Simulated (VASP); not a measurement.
Wanted: the native input for a VASP 6.6.1 run.

| Property | Result |
| --- | --- |
| Task | single point |
| Functional | PBE |
| Potentials or basis | VASP PAW PBE potentials, release 64 (Cd, Hg, S) |
| Cutoff | 520 eV |
| k mesh | 10 × 10 × 14 |
| Occupations | gaussian, width 0.1 eV |
| Spin | no spin polarisation |
| Dipole correction | no |
| Further INCAR settings | ALGO = Normal; EDIFF = 1e-07; NBANDS = 26 |

The structure of CdHgS2 lies in POSCAR:

```
CdHgS2
1.0
    5.0456181070      0.0000000000      0.0000000000
    0.0000000000      5.0456181070      0.0000000000
    0.0000000000      0.0000000000      3.5895552535
Cd Hg S
1 1 2
Direct
    0.5000000000      0.5000000000      0.5000000000
    0.0000000000      0.0000000000      0.0000000000
    0.5000000000      0.0000000000      0.0000000000
    0.0000000000      0.5000000000      0.0000000000
```

One way to write it, as run:

INCAR

```
  PREC = Accurate
  ENCUT = 520
  EDIFF = 1E-7
  ISMEAR = 0
  SIGMA = 0.1
  LREAL = False
  LASPH = True
  NELM = 100
  ALGO = Normal
  ISIF = 2
  LWAVE = False
  LCHARG = False
  GGA = PE
  NBANDS = 26
```

KPOINTS

```
regular mesh
0
Gamma
  10 10 14
```

Potentials or basis: VASP PAW PBE potentials, release 64 (Cd, Hg, S).

Run with:

```bash
$ cat potpaw_PBE.64/Cd/POTCAR potpaw_PBE.64/Hg/POTCAR potpaw_PBE.64/S/POTCAR > POTCAR
$ mpirun -np 1 vasp_std > vasp.out
```

It gave:

```
Pressure               : 0.4 GPa
Band gap on the k mesh : zero (band 18 reaches 4.11 eV, above the bottom of band 19 at 1.63 eV)
```

Caveat: spin-orbit coupling is left out, which moves the levels of the heavy elements.

It took 4.4 min on 1 thread of Intel(R) Xeon(R) Platinum 8488C (Sapphire Rapids), with other jobs on the host, peak memory 0.5 GiB.
